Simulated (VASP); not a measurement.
Te2Mo:

```xyz
6
Lattice="3.4964 0.0000 0.0000 -1.7482 3.0280 0.0000 0.0000 0.0000 13.7008" Properties=species:S:1:pos:R:3 pbc="T T T"
Te    0.0000    2.0186    8.4581
Te    1.7482    1.0093    1.6077
Te    0.0000    2.0186   12.0932
Te    1.7482    1.0093    5.2428
Mo    0.0000    2.0186    3.4252
Mo    1.7482    1.0093   10.2756
```

Base run:

```yaml
Program: VASP 6.6.1
Functional: RPBE
Dispersion: D3(BJ)
Potentials_or_basis: VASP PAW PBE potentials, release 64 (Te, Mo_sv)
Cutoff: 520 eV
k_mesh: 12 × 12 × 2
Occupations: gaussian, width 0.02 eV
Spin: no spin polarisation
```

Its results: band gap on the k mesh 0.67 eV, indirect (least direct gap 1.05 eV); pressure -18.7 GPa; largest force 0.622 eV/Å.

Task: The run is repeated on the same cell with these changes: functional from RPBE to PBE; occupations from gaussian, width 0.02 eV to gaussian, width 0.05 eV. What comes out?

Result: Band gap on the k mesh 0.65 eV, indirect (least direct gap 1.04 eV); pressure 0.0 GPa; largest force 0.010 eV/Å.

Caveats: spin-orbit coupling is left out, which moves the levels of the heavy elements; the PAW data sets were made with another functional, which shifts forces and pressure a little (some runs).

A k mesh can miss the band edges.
